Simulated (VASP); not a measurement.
# Pd (P6_3/mmc) in VASP: notebook, part 2 of 2

VASP 6.6.1. The steps go on from the part before.

## Step 3: Single point, PBE

This run uses another cell than the first one, of 14.19 Å³/atom, 1.353 times its volume.

Contents of INCAR:

```
PREC = Accurate ; ENCUT = 500
EDIFF = 1E-6 ; ISMEAR = -1
SIGMA = 0.1 ; LREAL = F
LASPH = T ; NELM = 120
ALGO = Normal ; ISIF = 2
LWAVE = F ; LCHARG = F
GGA = PE ; NBANDS = 17
GGA_COMPAT = F
```

Contents of KPOINTS:

```
Automatic mesh
0
Gamma
  17 17 9
```

Contents of POSCAR:

```
Pd
1.0
    2.7022903697      0.0000000000      0.0000000000
   -1.3511451848      2.3402521085      0.0000000000
    0.0000000000      0.0000000000      4.4891600389
Pd
2
Direct
    0.3333333333      0.6666666667      0.2500000000
    0.6666666667      0.3333333333      0.7500000000
```

Potentials or basis: VASP PAW PBE potentials, release 64 (Pd).

On the command line:

```bash
cat potpaw_PBE.64/Pd/POTCAR > POTCAR
mpirun -np 1 vasp_std > vasp.out
```

OUTCAR:

```text
PREC = Accurate
   ENCUT = 500
   EDIFF = 1E-6
   ISMEAR = -1
   LREAL = F
   LASPH = T
   NELM = 120
   ISIF = 2
   GGA = PE

 ion  position               nearest neighbor table
   1  0.333  0.667  0.250-   2 2.73   2 2.73   2 2.73   2 2.73   2 2.73   2 2.73
   2  0.667  0.333  0.750-   1 2.73   1 2.73   1 2.73   1 2.73   1 2.73   1 2.73

  LATTYP: Found a hexagonal cell.
 ALAT       =     2.7022903697
 C/A-ratio  =     1.6612426589

  Lattice vectors:

 A1 = (   2.7022903697,   0.0000000000,   0.0000000000)
 A2 = (  -1.3511451848,   2.3402521085,   0.0000000000)
 A3 = (   0.0000000000,   0.0000000000,   4.4891600389)

Analysis of symmetry for initial positions (statically):
=====================================================================
 Subroutine PRICEL returns:
 Original cell was already a primitive cell.

 Routine SETGRP: Setting up the symmetry group for a
 hexagonal supercell.

 Subroutine GETGRP returns: Found 24 space group operations
 (whereof 12 operations were pure point group operations)
 out of a pool of 24 trial point group operations.

The static configuration has the point symmetry D_3d.
 The point group associated with its full space group is D_6h.

Analysis of symmetry for dynamics (positions and initial velocities):
=====================================================================
 Subroutine PRICEL returns:
 Original cell was already a primitive cell.

 Routine SETGRP: Setting up the symmetry group for a
 hexagonal supercell.

 Subroutine GETGRP returns: Found 24 space group operations
 (whereof 12 operations were pure point group operations)
 out of a pool of 24 trial point group operations.

The dynamic configuration has the point symmetry D_3d.
 The point group associated with its full space group is D_6h.

 Subroutine INISYM returns: Found 24 space group operations
 (whereof 12 operations are pure point group operations),
 and found     1 'primitive' translations

----------------------------------------------------------------------------------------

                                     Primitive cell

  volume of cell :      28.3896

  direct lattice vectors                    reciprocal lattice vectors
     2.702290370  0.000000000  0.000000000     0.370056457  0.213652195  0.000000000
    -1.351145185  2.340252109  0.000000000     0.000000000  0.427304390  0.000000000
     0.000000000  0.000000000  4.489160039     0.000000000  0.000000000  0.222758822

  length of vectors
     2.702290370  2.702290370  4.489160039     0.427304390  0.427304390  0.222758822

  position of ions in fractional coordinates (direct lattice)
     0.333333333  0.666666667  0.250000000
     0.666666667  0.333333333  0.750000000

  ion indices of the primitive-cell ions
   primitive index   ion index
                 1           1
                 2           2

----------------------------------------------------------------------------------------

 KPOINTS: Automatic mesh

Automatic generation of k-mesh.
 Grid dimensions read from file:
 generate k-points for:   17   17    9

 Generating k-lattice:

  Cartesian coordinates                     Fractional coordinates (reciprocal lattice)
     0.021768027  0.012567776  0.000000000     0.058823529 -0.000000000  0.000000000
     0.000000000  0.025135552  0.000000000     0.000000000  0.058823529  0.000000000
     0.000000000  0.000000000  0.024750980     0.000000000  0.000000000  0.111111111

  Length of vectors
     0.025135552  0.025135552  0.024750980

  Shift w.r.t. Gamma in fractional coordinates (k-lattice)
     0.000000000  0.000000000  0.000000000

 Subroutine IBZKPT returns following result:
 ===========================================

 Found    165 irreducible k-points:

 Following reciprocal coordinates:
            Coordinates               Weight
  0.000000  0.000000  0.000000      1.000000
  0.058824  0.000000  0.000000      6.000000
  0.117647  0.000000  0.000000      6.000000
  0.176471  0.000000  0.000000      6.000000
  0.235294  0.000000  0.000000      6.000000
  0.294118  0.000000  0.000000      6.000000
[... 16 lines left out ...]
  0.411765  0.117647  0.000000     12.000000
  0.176471  0.176471  0.000000      6.000000
 [... further k-points ...]
   k-points           NKPTS =    165   k-points in BZ     NKDIM =    165   number of bands    NBANDS=     17
   number of dos      NEDOS =    301   number of ions     NIONS =      2
   total plane-waves  NPLWV =  14400
   dimension x,y,z NGX =    20 NGY =   20 NGZ =   36
   dimension x,y,z NGXF=    40 NGYF=   40 NGZF=   72
   ions per type =               2
   NGX,Y,Z   is equivalent  to a cutoff of  12.30, 12.30, 13.33 a.u.
   NGXF,Y,Z  is equivalent  to a cutoff of  24.61, 24.61, 26.66 a.u.
 SYSTEM =  unknown system
   PREC   = accura    normal or accurate (medium, high low for compatibility)
   ISTART =      0    job   : 0-new  1-cont  2-samecut
   ICHARG =      2    charge: 1-file 2-atom 10-const
   ISPIN  =      1    spin polarized calculation?
   LNONCOLLINEAR =      F non collinear calculations
   LSORBIT =      F    spin-orbit coupling
   LASPH  =      T    aspherical Exc in radial PAW
   ENCUT  =  500.0 eV  36.75 Ry    6.06 a.u.   4.93  4.93  8.18*2*pi/ulx,y,z
   NELM   =    120;   NELMIN=  2; NELMDL= -5     # of ELM steps
   EDIFF  = 0.1E-05   stopping-criterion for ELM
   LREAL  =      F    real-space projection
   EDIFFG = 0.1E-04   stopping-criterion for IOM
   NSW    =      0    number of steps for IOM
   IBRION =     -1    ionic relax: 0-MD 1-quasi-New 2-CG
   NFREE  =      0    steps in history (QN), initial steepest desc. (CG)
   ISIF   =      2    stress and relaxation
   ISYM   =      2    0-nonsym 1-usesym 2-fastsym
   POTIM  = 0.5000    time-step for ionic-motion
   TEBEG  =    0.0;   TEEND  =   0.0 temperature during run
   PSTRESS=    0.0 pullay stress
   NELECT =      20.0000    total number of electrons
   NUPDOWN=      -1.0000    fix difference up-down
   EMIN   =  10.00;   EMAX   =-10.00  energy-range for DOS
   EFERMI =   0.00;   METHOD = LEGACY
   ISMEAR =    -1;   SIGMA  =   0.10  broadening in eV -4-tet -1-fermi 0-gaus
   EFERMI_NEDOS =   21; number of points for ismear=-14 and -15
   IALGO  =     38    algorithm
   IMIX   =      4    mixing-type and parameters
     AMIX     =   0.40;   BMIX     =  1.00
     AMIX_MAG =   1.60;   BMIX_MAG =  1.00
  volume/ion in A,a.u.               =      14.19        95.79
  Fermi-wavevector in a.u.,A,eV,Ry     =   1.456683  2.752731 28.870529  2.121924
  Thomas-Fermi vector in A             =   2.573572
   LORBIT       =      0    0 simple, 1 ext, 2 COOP (PROOUT), +10 PAW based schemes
   GGA     = PE    functional components
   LHFCALC =     F    Hartree Fock is set to
   AEXX    =    0.0000 exact exchange contribution
   IVDW    =     0    specifies the selected vdW correction
   LEPSILON=     F    determine dielectric tensor
   LRPA    =     F    only Hartree local field effects (RPA)
 non-spin polarized calculation
  energy-cutoff  :      500.00
  volume of cell :       28.39
 maximum number of plane-waves:       750
 NGX is ok and might be reduce to    20
   NGX =  9   NGY =  9   NGZ = 17

 number of electron      19.9999995 magnetization

 Free energy of the ion-electron system (eV)
  ---------------------------------------------------
  ext. energy  EPLUGINS =         0.00000000
  ---------------------------------------------------
  free energy    TOTEN  =       -10.33244629 eV

  energy without entropy =      -10.19882008  energy(sigma->0) =      -10.26563319

 E-fermi :  10.4719     XC(G=0): -13.4246

 val. band max:       10.4710911653   @ k =   0.4706   0.0588   0.4444
 cond. band min:      10.4797861452   @ k =   0.4118   0.1176   0.4444
 fundamental gap:      0.0086949799
 Fermi energy:        10.4718903411

 k-point     1 :       0.0000    0.0000    0.0000
  band No.  band energies     occupation
      1       3.0045      2.00000
      2       4.8365      2.00000
      3       7.3232      2.00000
      4       7.5336      2.00000
      5       7.5336      2.00000
      6       7.9178      2.00000
[... 9 lines left out ...]
     16      30.1880      0.00000
     17      33.3493      0.00000

 k-point     2 :       0.0588    0.0000    0.0000
  band No.  band energies     occupation
      1       3.1222      2.00000
      2       4.9223      2.00000
      3       7.2383      2.00000
      4       7.6041      2.00000
      5       7.6148      2.00000
      6       7.8764      2.00000
[... 9 lines left out ...]
     16      30.1748      0.00000
     17      32.5249      0.00000
[... 421 lines left out ...]
 k-point    24 :       0.1765    0.1765    0.0000
  band No.  band energies     occupation
      1       5.4557      2.00000
      2       6.0540      2.00000
      3       6.3292      2.00000
      4       6.3553      2.00000
      5       7.4621      2.00000
      6       7.6171      2.00000
[... 9 lines left out ...]
     16      27.8537      0.00000
     17      29.8384      0.00000

 [... further k-points ...]
[... 5 lines left out ...]
  --------------------------------------------------------------------------------------
  -------------------------------------------------------------------------------------
  Total        2.9951945      2.9951945      2.9756408      0.0000000      0.0000000      0.0000000
  in kB      169.0346989    169.0346989    167.9311794      0.0000000      0.0000000      0.0000000
  external PRESSURE =     168.6668591 kB  Pullay stress =       0.0000000 kB

 VOLUME and BASIS-vectors are now :
 -----------------------------------------------------------------------------
  energy-cutoff  :      500.00
  volume of cell :       28.39
      direct lattice vectors                 reciprocal lattice vectors
     2.702290370  0.000000000  0.000000000     0.370056457  0.213652195  0.000000000
    -1.351145185  2.340252109  0.000000000     0.000000000  0.427304390  0.000000000
     0.000000000  0.000000000  4.489160039     0.000000000  0.000000000  0.222758822

 POSITION                                       TOTAL-FORCE (eV/Angst)
 -----------------------------------------------------------------------------------
     -0.00000      1.56017      1.12229         0.000000      0.000000      0.000000
      1.35115      0.78008      3.36687        -0.000000     -0.000000      0.000000
 -----------------------------------------------------------------------------------
    total drift:                               -0.000000      0.000000     -0.000000

  FREE ENERGIE OF THE ION-ELECTRON SYSTEM (eV)
  ---------------------------------------------------
  free  energy   TOTEN  =       -10.3324462936 eV

  energy  without entropy=      -10.1988200824  energy(sigma->0) =      -10.26563319
```

It took 2.2 min on 1 thread of AMD EPYC 7R13, shared host; peak memory 0.16 GiB.

Results:

| Property | Result |
| --- | --- |
| Free energy | -10.3324 eV |
| Pressure | 16.9 GPa |
| Band gap on the k mesh | zero (band 10 reaches 10.66 eV, above the bottom of band 11 at 9.79 eV) |

Stress tensor (GPa, compression positive):
```
16.90  0.00  0.00
 0.00 16.90  0.00
 0.00  0.00 16.79
```

## Step 4: Relaxation of shape and atoms at fixed volume, PBE

This run uses another cell than the first one, of 6.94 Å³/atom, 0.662 times its volume.

Contents of INCAR:

```
  PREC = Accurate
  ENCUT = 500
  EDIFF = 1E-7
  ISMEAR = -1
  SIGMA = 0.1
  LREAL = False
  LASPH = True
  NELM = 120
  ALGO = Normal
  ISIF = 4
  LWAVE = False
  LCHARG = False
  GGA = PE
  IBRION = 2
  NSW = 50
  EDIFFG = -0.005
  GGA_COMPAT = False
  NELMIN = 4
```

KPOINTS is that of step 3.

Contents of POSCAR:

```
Pd
1.0
    2.1291531874      0.0000000000      0.0000000000
   -1.0645765937      1.8439007488      0.0000000000
    0.0000000000      0.0000000000      3.5370401022
Pd
2
Direct
    0.3333333333      0.6666666667      0.2500000000
    0.6666666667      0.3333333333      0.7500000000
```

Potentials or basis: VASP PAW PBE potentials, release 64 (Pd).

On the command line:

```bash
cat potpaw_PBE.64/Pd/POTCAR > POTCAR
mpirun -np 1 vasp_std > vasp.out
```

OUTCAR:

```text
PREC = Accurate
   ENCUT = 500
   EDIFF = 1E-7
   ISMEAR = -1
   LREAL = False
   LASPH = True
   NELM = 120
   ISIF = 4
   GGA = PE
   IBRION = 2
   NSW = 50
   EDIFFG = -0.005
   NELMIN = 4

 ion  position               nearest neighbor table
   1  0.333  0.667  0.250-   2 2.15   2 2.15   2 2.15   2 2.15   2 2.15   2 2.15   2 3.03   2 3.03
                             2 3.03   2 3.03   2 3.03   2 3.03
   2  0.667  0.333  0.750-   1 2.15   1 2.15   1 2.15   1 2.15   1 2.15   1 2.15   1 3.03   1 3.03
                             1 3.03   1 3.03   1 3.03   1 3.03

  LATTYP: Found a hexagonal cell.
 ALAT       =     2.1291531874
 C/A-ratio  =     1.6612426589

  Lattice vectors:

 A1 = (   2.1291531874,   0.0000000000,   0.0000000000)
 A2 = (  -1.0645765937,   1.8439007488,   0.0000000000)
 A3 = (   0.0000000000,   0.0000000000,   3.5370401022)

Analysis of symmetry for initial positions (statically):
=====================================================================
 Subroutine PRICEL returns:
 Original cell was already a primitive cell.

 Routine SETGRP: Setting up the symmetry group for a
 hexagonal supercell.

 Subroutine GETGRP returns: Found 24 space group operations
[... 177 lines left out ...]
  in kB    10212.8564319  10212.8564315  10200.7353846     -0.0000000      0.0000000      0.0000000
  external PRESSURE =   10208.8160826 kB  Pullay stress =       0.0000000 kB
[... 95 lines left out ...]
--------------------------------------- Ionic step        4  -------------------------------------------

 number of electron      19.9999994 magnetization

 Free energy of the ion-electron system (eV)
  ---------------------------------------------------
  ext. energy  EPLUGINS =         0.00000000
  ---------------------------------------------------
  free energy    TOTEN  =        14.46943628 eV

  energy without entropy =       14.51702513  energy(sigma->0) =       14.49323071

 E-fermi :  29.6605     XC(G=0): -18.4078

 val. band max:       29.6504244689   @ k =   0.0000   0.0000   0.0000
 cond. band min:      29.6644083009   @ k =   0.4118   0.0588   0.0000
 fundamental gap:      0.0139838320
 Fermi energy:        29.6604932862

 k-point     1 :       0.0000    0.0000    0.0000
  band No.  band energies     occupation
      1      14.7362      2.00000
      2      15.6253      2.00000
      3      19.9308      2.00000
      4      20.4567      2.00000
      5      20.4567      2.00000
      6      21.7524      2.00000
      7      21.7524      2.00000
      8      23.8138      2.00000
      9      23.8138      2.00000
     10      28.5163      1.99998
     11      28.5163      1.99998
     12      29.6504      1.05030
     13      43.2448      0.00000
     14      45.0224      0.00000
[... 377 lines left out ...]
      1      16.9818      2.00000
      2      17.1381      2.00000
      3      17.3158      2.00000
      4      19.5884      2.00000
      5      19.9974      2.00000
      6      21.1524      2.00000
      7      23.4387      2.00000
      8      23.4544      2.00000
      9      26.7490      2.00000
     10      29.1174      1.99128
     11      29.2571      1.96521
     12      42.9550      0.00000
     13      44.5115      0.00000
     14      47.6941      0.00000

 [... further k-points ...]
[... 5 lines left out ...]
  --------------------------------------------------------------------------------------
  -------------------------------------------------------------------------------------
  Total       88.4805582     88.4805582     88.4810275      0.0000000      0.0000000      0.0000000
  in kB    10208.7837157  10208.7837150  10208.8378651      0.0000000      0.0000000      0.0000000
  external PRESSURE =   10208.8017653 kB  Pullay stress =       0.0000000 kB
[... 17 lines left out ...]
  FREE ENERGIE OF THE ION-ELECTRON SYSTEM (eV)
  ---------------------------------------------------
  free  energy   TOTEN  =        14.4694362831 eV

  energy  without entropy=       14.5170251320  energy(sigma->0) =       14.49323071

 reached required accuracy - stopping structural energy minimisation
```

CONTCAR:

```text
Pd
   1.00000000000000
     2.1295415674914113    0.0000000000000000    0.0000000000000000
    -1.0647707837457057    1.8442370957913568    0.0000000000000000
     0.0000000000000000    0.0000000000000000    3.5357500680985670
  Pd
     2
Direct
     0.3333333332999970    0.6666666667000030    0.2500000000000000
     0.6666666667000030    0.3333333332999970    0.7500000000000000

  0.00000000E+00  0.00000000E+00  0.00000000E+00
  0.00000000E+00  0.00000000E+00  0.00000000E+00
```

Run time: 2.7 min. Hardware: 1 thread of AMD EPYC 7R13, shared host; peak memory 0.11 GiB.

The run converged, but its numbers aren't listed here, since they failed a check.
